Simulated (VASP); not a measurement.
Runs of VASP 6.6.1 on AlNi (NiAs type). The structure is that of space group P6_3/mmc (No. 194), or close to it. The cells are those of the table. 

| cell | gap on the mesh (eV) | pressure (GPa) |
| --- | --- | --- |
| a = 3.429, b = 3.429, c = 4.917 Å, angles 90.0, 90.0, 120.0°, 4 atoms | none | 19.6 |
| a = 2.548, b = 2.548, c = 7.284 Å, angles 90.0, 90.0, 120.0°, 4 atoms | none | 46.7 |
| a = 3.526, b = 3.526, c = 4.968 Å, angles 90.0, 90.0, 120.0°, 4 atoms | none | 8.3 |
| a = 3.286, b = 3.286, c = 4.868 Å, angles 90.0, 90.0, 120.0°, 4 atoms | none | 41.7 |
| a = 3.616, b = 3.616, c = 5.025 Å, angles 90.0, 90.0, 120.0°, 4 atoms | none | -0.1 |
| a = 2.312, b = 2.312, c = 6.758 Å, angles 90.0, 90.0, 120.0°, 4 atoms | none | (a) |
| a = 2.441, b = 2.441, c = 7.059 Å, angles 90.0, 90.0, 120.0°, 4 atoms | none | (b) |

Alike in all rows: task single point; level PBE; potentials or basis VASP PAW PBE potentials, release 64 (Ni, Al); no spin polarisation; k mesh 11 × 11 × 7; cutoff (eV) 520; smearing fermi-dirac 0.1 eV.

**Question.** Estimate the missing entries.

**Answer.** (a) 192.1; (b) 94.4.

A gap of «none» marks levels without a gap at the run's occupations.
